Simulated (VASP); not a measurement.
# Cd (P6_3/mmc) in VASP: a series of runs

Runs on Cd. Level: PBEsol. Tasks: electric field gradients.

Everything below comes from runs of VASP 6.6.1. Logs are shortened: lines on timing, memory, paths and dates and some standing lists are left out, and cuts for length are marked.

## 1. The cell of the first run

It takes space group P6_3/mmc (No. 194, hexagonal). Conventional cell: a = 2.928 Å, b = 2.928 Å, c = 5.522 Å, α = 90.00°, β = 90.00°, γ = 120.00°. Cd (site symmetry -6m2) has 12 Cd at 2.93 to 3.24 Å within 3.9 Å.

## 2. Electric field gradients, PBEsol (volume scaled by 0.95)

INCAR reads:

```
PREC     = Accurate       # precision mode
ENCUT    = 520            # plane-wave cutoff, eV
EDIFF    = 1E-8           # SCF threshold, eV
ISMEAR   = -1             # smearing method
SIGMA    = 0.05           # smearing width, eV
LREAL    = F              # projectors in reciprocal space
LASPH    = T              # aspherical terms in the spheres
NELM     = 60             # most SCF steps
ALGO     = Normal         # electronic algorithm
ISIF     = 2              # what is computed and relaxed
LWAVE    = F              # write WAVECAR
LCHARG   = F              # write CHGCAR
GGA      = PS             # functional
LEFG     = T            
NBANDS   = 19             # bands
```

KPOINTS reads:

```
regular mesh
0
Gamma
  14 14 7
```

POSCAR reads:

```
Cd
1.0
    2.9283733878      0.0000000000      0.0000000000
   -1.4641866939      2.5360457456      0.0000000000
    0.0000000000      0.0000000000      5.5224171956
Cd
2
Direct
    0.3333333333      0.6666666667      0.2500000000
    0.6666666667      0.3333333333      0.7500000000
```

Potentials or basis: VASP PAW PBE potentials, release 64 (Cd).

The run is started by

```
$ cat potpaw_PBE.64/Cd/POTCAR > POTCAR
$ mpirun -np 1 vasp_std > vasp.out
```

OUTCAR:

```text
PREC = Accurate
   ENCUT = 520
   EDIFF = 1E-8
   ISMEAR = -1
   LREAL = F
   LASPH = T
   NELM = 60
   ISIF = 2
   GGA = PS

 ion  position               nearest neighbor table
   1  0.333  0.667  0.250-   2 3.24   2 3.24   2 3.24   2 3.24   2 3.24   2 3.24
   2  0.667  0.333  0.750-   1 3.24   1 3.24   1 3.24   1 3.24   1 3.24   1 3.24

  LATTYP: Found a hexagonal cell.
 ALAT       =     2.9283733878
 C/A-ratio  =     1.8858309595

  Lattice vectors:

 A1 = (   2.9283733878,   0.0000000000,   0.0000000000)
 A2 = (  -1.4641866939,   2.5360457456,   0.0000000000)
 A3 = (   0.0000000000,   0.0000000000,   5.5224171956)

Analysis of symmetry for initial positions (statically):
=====================================================================
 Subroutine PRICEL returns:
 Original cell was already a primitive cell.

 Routine SETGRP: Setting up the symmetry group for a
 hexagonal supercell.

 Subroutine GETGRP returns: Found 24 space group operations
 (whereof 12 operations were pure point group operations)
 out of a pool of 24 trial point group operations.

The static configuration has the point symmetry D_3d.
 The point group associated with its full space group is D_6h.

Analysis of symmetry for dynamics (positions and initial velocities):
=====================================================================
 Subroutine PRICEL returns:
 Original cell was already a primitive cell.

 Routine SETGRP: Setting up the symmetry group for a
 hexagonal supercell.

 Subroutine GETGRP returns: Found 24 space group operations
 (whereof 12 operations were pure point group operations)
 out of a pool of 24 trial point group operations.

The dynamic configuration has the point symmetry D_3d.
 The point group associated with its full space group is D_6h.

 Subroutine INISYM returns: Found 24 space group operations
 (whereof 12 operations are pure point group operations),
 and found     1 'primitive' translations

----------------------------------------------------------------------------------------

                                     Primitive cell

  volume of cell :      41.0122

  direct lattice vectors                    reciprocal lattice vectors
     2.928373388  0.000000000  0.000000000     0.341486507  0.197157327  0.000000000
    -1.464186694  2.536045746  0.000000000     0.000000000  0.394314654  0.000000000
     0.000000000  0.000000000  5.522417196     0.000000000  0.000000000  0.181080126

  length of vectors
     2.928373388  2.928373388  5.522417196     0.394314654  0.394314654  0.181080126

  position of ions in fractional coordinates (direct lattice)
     0.333333333  0.666666667  0.250000000
     0.666666667  0.333333333  0.750000000

  ion indices of the primitive-cell ions
   primitive index   ion index
                 1           1
                 2           2

----------------------------------------------------------------------------------------

 KPOINTS: regular mesh

Automatic generation of k-mesh.
 Grid dimensions read from file:
 generate k-points for:   14   14    7

 Generating k-lattice:

  Cartesian coordinates                     Fractional coordinates (reciprocal lattice)
     0.024391893  0.014082666  0.000000000     0.071428571 -0.000000000  0.000000000
     0.000000000  0.028165332  0.000000000     0.000000000  0.071428571  0.000000000
     0.000000000  0.000000000  0.025868589     0.000000000  0.000000000  0.142857143

  Length of vectors
     0.028165332  0.028165332  0.025868589

  Shift w.r.t. Gamma in fractional coordinates (k-lattice)
     0.000000000  0.000000000  0.000000000

 Subroutine IBZKPT returns following result:
 ===========================================

 Found     96 irreducible k-points:

 Following reciprocal coordinates:
            Coordinates               Weight
  0.000000  0.000000  0.000000      1.000000
  0.071429 -0.000000  0.000000      6.000000
  0.142857 -0.000000  0.000000      6.000000
  0.214286 -0.000000  0.000000      6.000000
  0.285714 -0.000000  0.000000      6.000000
  0.357143 -0.000000  0.000000      6.000000
[... 16 lines left out ...]
  0.285714  0.285714  0.000000      6.000000
  0.357143  0.285714  0.000000      6.000000
 [... further k-points ...]
   k-points           NKPTS =     96   k-points in BZ     NKDIM =     96   number of bands    NBANDS=     19
   number of dos      NEDOS =    301   number of ions     NIONS =      2
   total plane-waves  NPLWV =  24192
   dimension x,y,z NGX =    24 NGY =   24 NGZ =   42
   dimension x,y,z NGXF=    48 NGYF=   48 NGZF=   84
   ions per type =               2
   NGX,Y,Z   is equivalent  to a cutoff of  13.62, 13.62, 12.64 a.u.
   NGXF,Y,Z  is equivalent  to a cutoff of  27.25, 27.25, 25.29 a.u.
 SYSTEM =  unknown system
   PREC   = accura    normal or accurate (medium, high low for compatibility)
   ISTART =      0    job   : 0-new  1-cont  2-samecut
   ICHARG =      2    charge: 1-file 2-atom 10-const
   ISPIN  =      1    spin polarized calculation?
   LNONCOLLINEAR =      F non collinear calculations
   LSORBIT =      F    spin-orbit coupling
   LASPH  =      T    aspherical Exc in radial PAW
   ENCUT  =  520.0 eV  38.22 Ry    6.18 a.u.   5.44  5.44 10.27*2*pi/ulx,y,z
   NELM   =     60;   NELMIN=  2; NELMDL= -5     # of ELM steps
   EDIFF  = 0.1E-07   stopping-criterion for ELM
   LREAL  =      F    real-space projection
   EDIFFG = 0.1E-06   stopping-criterion for IOM
   NSW    =      0    number of steps for IOM
   IBRION =     -1    ionic relax: 0-MD 1-quasi-New 2-CG
   NFREE  =      0    steps in history (QN), initial steepest desc. (CG)
   ISIF   =      2    stress and relaxation
   ISYM   =      2    0-nonsym 1-usesym 2-fastsym
   POTIM  = 0.5000    time-step for ionic-motion
   TEBEG  =    0.0;   TEEND  =   0.0 temperature during run
   PSTRESS=    0.0 pullay stress
   NELECT =      24.0000    total number of electrons
   NUPDOWN=      -1.0000    fix difference up-down
   EMIN   =  10.00;   EMAX   =-10.00  energy-range for DOS
   EFERMI =   0.00;   METHOD = LEGACY
   ISMEAR =    -1;   SIGMA  =   0.05  broadening in eV -4-tet -1-fermi 0-gaus
   EFERMI_NEDOS =   21; number of points for ismear=-14 and -15
   IALGO  =     38    algorithm
   IMIX   =      4    mixing-type and parameters
     AMIX     =   0.40;   BMIX     =  1.00
     AMIX_MAG =   1.60;   BMIX_MAG =  1.00
  volume/ion in A,a.u.               =      20.51       138.38
  Fermi-wavevector in a.u.,A,eV,Ry     =   1.369329  2.587656 25.511749  1.875061
  Thomas-Fermi vector in A             =   2.495214
   LORBIT       =      0    0 simple, 1 ext, 2 COOP (PROOUT), +10 PAW based schemes
   GGA     = PS    functional components
   LHFCALC =     F    Hartree Fock is set to
   AEXX    =    0.0000 exact exchange contribution
   IVDW    =     0    specifies the selected vdW correction
   LEPSILON=     F    determine dielectric tensor
   LRPA    =     F    only Hartree local field effects (RPA)
 non-spin polarized calculation
  energy-cutoff  :      520.00
  volume of cell :       41.01
 maximum number of plane-waves:      1131
 NGX is ok and might be reduce to    24
   NGX = 11   NGY = 11   NGZ = 21

 number of electron      24.0000015 magnetization

 Free energy of the ion-electron system (eV)
  ---------------------------------------------------
  ext. energy  EPLUGINS =         0.00000000
  ---------------------------------------------------
  free energy    TOTEN  =        -2.38284141 eV

  energy without entropy =       -2.37668064  energy(sigma->0) =       -2.37976103

 E-fermi :   3.1722     XC(G=0): -11.4857

 val. band max:        3.1671999919   @ k =   0.3571   0.0714   0.0000
 cond. band min:       3.1951362273   @ k =   0.2143   0.1429   0.0000
 fundamental gap:      0.0279362354
 Fermi energy:         3.1722222962

 k-point     1 :       0.0000    0.0000    0.0000
  band No.  band energies     occupation
      1      -6.9061      2.00000
      2      -6.6207      2.00000
      3      -6.1629      2.00000
      4      -6.1629      2.00000
      5      -6.1045      2.00000
      6      -6.1045      2.00000
[... 11 lines left out ...]
     18      18.5899      0.00000
     19      19.1921      0.00000

 k-point     2 :       0.0714   -0.0000    0.0000
  band No.  band energies     occupation
      1      -6.8459      2.00000
      2      -6.5490      2.00000
      3      -6.1890      2.00000
      4      -6.1287      2.00000
      5      -6.1104      2.00000
      6      -6.0539      2.00000
[... 11 lines left out ...]
     18      18.5402      0.00000
     19      19.6733      0.00000

 k-point     3 :       0.1429   -0.0000    0.0000
  band No.  band energies     occupation
      1      -6.7132      2.00000
      2      -6.4327      2.00000
      3      -6.2562      2.00000
      4      -6.1378      2.00000
      5      -5.9605      2.00000
      6      -5.9095      2.00000
[... 11 lines left out ...]
     18      18.0779      0.00000
     19      18.3506      0.00000

 k-point     4 :       0.2143   -0.0000    0.0000
  band No.  band energies     occupation
      1      -6.6876      2.00000
      2      -6.4266      2.00000
      3      -6.2473      2.00000
      4      -6.0104      2.00000
      5      -6.0068      2.00000
      6      -5.7367      2.00000
[... 407 lines left out ...]
     18      11.5149      0.00000
     19      12.6904      0.00000

 k-point    23 :       0.2857    0.2857    0.0000
  band No.  band energies     occupation
      1      -6.5039      2.00000
      2      -6.3374      2.00000
      3      -6.2783      2.00000
      4      -6.1279      2.00000
      5      -5.9978      2.00000
      6      -5.8623      2.00000
[... 11 lines left out ...]
     18      10.1560      0.00000
     19      11.6620      0.00000

 k-point    24 :       0.3571    0.2857    0.0000
  band No.  band energies     occupation
      1      -6.5052      2.00000
      2      -6.2952      2.00000
      3      -6.1597      2.00000
      4      -6.0916      2.00000
      5      -6.0695      2.00000
      6      -5.9385      2.00000
[... 11 lines left out ...]
     18       9.4446      0.00000
     19      11.3372      0.00000

 [... further k-points ...]

------------------------ aborting loop because EDIFF is reached ----------------------------------------

  FORCE on cell =-STRESS in cart. coord.  units (eV):
  Direction    XX          YY          ZZ          XY          YZ          ZX
  --------------------------------------------------------------------------------------
  -------------------------------------------------------------------------------------
  Total        0.7299259      0.7299259      0.2172191     -0.0000000     -0.0000000     -0.0000000
  in kB       28.5152124     28.5152124      8.4858600     -0.0000000     -0.0000000     -0.0000000
  external PRESSURE =      21.8387616 kB  Pullay stress =       0.0000000 kB

 VOLUME and BASIS-vectors are now :
 -----------------------------------------------------------------------------
  energy-cutoff  :      520.00
  volume of cell :       41.01
      direct lattice vectors                 reciprocal lattice vectors
     2.928373388  0.000000000  0.000000000     0.341486507  0.197157327  0.000000000
    -1.464186694  2.536045746  0.000000000     0.000000000  0.394314654  0.000000000
     0.000000000  0.000000000  5.522417196     0.000000000  0.000000000  0.181080126

 POSITION                                       TOTAL-FORCE (eV/Angst)
 -----------------------------------------------------------------------------------
     -0.00000      1.69070      1.38060         0.000000     -0.000000      0.000000
      1.46419      0.84535      4.14181        -0.000000      0.000000      0.000000
 -----------------------------------------------------------------------------------
    total drift:                                0.000000     -0.000000      0.000000

  FREE ENERGIE OF THE ION-ELECTRON SYSTEM (eV)
  ---------------------------------------------------
  free  energy   TOTEN  =        -2.3828414136 eV

  energy  without entropy=       -2.3766806441  energy(sigma->0) =       -2.37976103

 Electric field gradients (V/A^2)
---------------------------------------------------------------------
 ion       V_xx      V_yy      V_zz      V_xy      V_xz      V_yz
---------------------------------------------------------------------
   1     -44.573   -44.572    89.145     0.001     0.000    -0.000
   2     -44.573   -44.572    89.145     0.001    -0.000     0.000
---------------------------------------------------------------------

 Electric field gradients after diagonalization (V/A^2)
 (convention: |V_zz| > |V_xx| > |V_yy|)
----------------------------------------------------------------------
 ion       V_xx      V_yy      V_zz     asymmetry (V_yy - V_xx)/ V_zz
----------------------------------------------------------------------
   1     -44.574   -44.571    89.145       0.000
   2     -44.574   -44.571    89.145       0.000
----------------------------------------------------------------------

           NMR quadrupolar parameters

 Cq : quadrupolar parameter    Cq=e*Q*V_zz/h
 eta: asymmetry parameters     (V_yy - V_xx)/ V_zz
 Q  : nuclear electric quadrupole moment in mb (millibarn)
----------------------------------------------------------------------
 ion       Cq(MHz)       eta       Q (mb)
----------------------------------------------------------------------
   1       0.216       0.000       1.000
   2       0.216       0.000       1.000
----------------------------------------------------------------------
```

It took 88 s on 1 thread of AMD EPYC 7R43 (Zen 3), shared host; peak memory 0.16 GiB.

Results:

```
Free energy            : -2.3828 eV
Pressure               : 2.2 GPa
Band gap on the k mesh : zero (band 12 reaches 4.52 eV, above the bottom of band 13 at 0.17 eV)
```

Levels at points of the mesh, in eV from the Fermi level:
| k point | band 8 | band 9 | band 10 | band 11 | band 12 | band 13 | band 14 | band 15 | band 16 | band 17 |
| --- | --- | --- | --- | --- | --- | --- | --- | --- | --- | --- |
| (0.00, 0.00, 0.00) | -8.75 | -8.75 | -8.46 | -8.46 | -3.32 | -3.00 | 10.84 | 14.67 | 15.40 | 15.42 |
| (0.50, 0.00, 0.00) | -8.50 | -8.17 | -8.14 | -2.51 | -1.87 | 2.07 | 3.05 | 3.45 | 5.39 | 8.60 |

Electric field gradients, principal values (V/Å²):
| atom | least | middle | greatest (by size) |
| --- | --- | --- | --- |
| 1 Cd | -44.571 | -44.574 | 89.145 |
| 2 Cd | -44.571 | -44.574 | 89.145 |

Caveat: without QUAD_EFG the Cq values of the log hold for a quadrupole moment of 1 mb, not for the nuclei; the PAW data sets were made with another functional, which shifts forces and pressure a little.

(Continued in part 2 of 2.)
